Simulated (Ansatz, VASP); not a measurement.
## One calculation of SiC, two programs

POSCAR

```
SiC
1.0
    3.1058072904      0.0000000000      0.0000000000
   -1.5529036452      2.6897080128      0.0000000000
    0.0000000000      0.0000000000      5.0980925989
Si C
2 2
Direct
    0.3333333333      0.6666666667     -0.0004083979
    0.6666666667      0.3333333333      0.4995916021
    0.3333333333      0.6666666667      0.3754083979
    0.6666666667      0.3333333333      0.8754083979
```

File INCAR.step1:

```
  ALGO = Normal
  EDIFF = 1E-4
  ENCUT = 520
  GGA = PE
  ISMEAR = 0
  LASPH = T
  LCHARG = F
  LREAL = F
  LWAVE = T
  NBANDS = 16
  NELM = 100
  PREC = Accurate
  SIGMA = 0.01
```

File INCAR.step2:

```
  ALGO = Normal
  EDIFF = 1E-7
  ENCUT = 520
  ISIF = 2
  ISMEAR = 0
  ISTART = 1
  LASPH = T
  LCHARG = F
  LMIXTAU = T
  LREAL = F
  LWAVE = F
  METAGGA = R2SCAN
  NBANDS = 16
  NELM = 100
  PREC = Accurate
  SIGMA = 0.01
```

The input KPOINTS:

```
k-points
0
Gamma
  9 9 4
```

Input for Ansatz:

```yaml
crystal:
  lattice:
    - [3.1058072904, 0.0, 0.0]
    - [-1.5529036452, 2.6897080128, 0.0]
    - [0.0, 0.0, 5.0980925989]
  atoms:
    - { symbol: Si, position: [0.3333333333, 0.6666666667, -0.0004083979] }
    - { symbol: Si, position: [0.6666666667, 0.3333333333, 0.4995916021] }
    - { symbol: C, position: [0.3333333333, 0.6666666667, 0.3754083979] }
    - { symbol: C, position: [0.6666666667, 0.3333333333, 0.8754083979] }
kpoints:
  mp_grid: { grid: [9, 9, 4] }
hamiltonian:
  xc: r2scan
scf:
  occupations: { method: fixed }
  n_extra_bands: 5
output:
  forces: true
  stress: true
  eigenvalues: true
```

Alike in both runs: task single point; functional r2SCAN; k mesh 9 × 9 × 4; no spin polarisation.

|  | VASP | Ansatz |
| --- | --- | --- |
| version | VASP 6.6.1 | Ansatz 0.2.0 |
| potentials or method | VASP PAW PBE potentials, release 64 (Si, C) | plane waves, PAW |
| plane-wave cutoff (eV) | 520 | 500 |
| occupations | gaussian, width 0.01 eV | fixed |
| valence electrons in the cell | 16 | 16 |

VASP gave:

| Quantity | Value |
| --- | --- |
| gap on the k mesh at the Fermi level (eV) | 2.70 |
| pressure (GPa) | -6.5 |
| traceless stress, the component that is largest in VASP (GPa) | 0.12 |

Question: Estimate Ansatz's values.

Answer: gap on the k mesh at the Fermi level (eV): 2.69; pressure (GPa): -6.4; traceless stress, the component that is largest in VASP (GPa): 0.11.

VASP's potentials were made for PBE, not for r2SCAN.
